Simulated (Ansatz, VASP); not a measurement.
**Two plane-wave programs on CsPbCl3**

```xyz
5
Lattice="5.6050 0.0000 0.0000 0.0000 5.6050 0.0000 0.0000 0.0000 5.6050" Properties=species:S:1:pos:R:3 pbc="T T T"
Cs    0.0000    0.0000    0.0000
Pb    2.8025    2.8025    2.8025
Cl    2.8025    2.8025    0.0000
Cl    0.0000    2.8025    2.8025
Cl    2.8025    0.0000    2.8025
```

Alike in both runs: functional PBE; k mesh 5 × 5 × 5; occupations fermi-dirac, width 0.02 eV; no spin polarisation.

Ansatz relaxed the structure, and its values are those at the end. VASP's run is a single point on that final structure, the one shown.

|  | VASP | Ansatz |
| --- | --- | --- |
| version | VASP 6.6.1 | Ansatz 0.2.0 |
| potentials or method | VASP PAW PBE potentials, release 64 (Cs_sv, Pb_d, Cl) | plane-wave PAW, scalar-relativistic |
| plane-wave cutoff (eV) | 520 | 420 |
| valence electrons in the cell | 44 | 44 |

```tsv
	VASP	Ansatz	Ansatz less VASP
gap on the k mesh at the Fermi level (eV)	2.96	2.95	-0.009
pressure (GPa)	1.7	1.7	+0.05
```

With one functional, cell and mesh, what is left measures potentials, basis and numerics. Ansatz's warnings: stress scf threshold loose.

Neither program's run includes spin-orbit coupling.
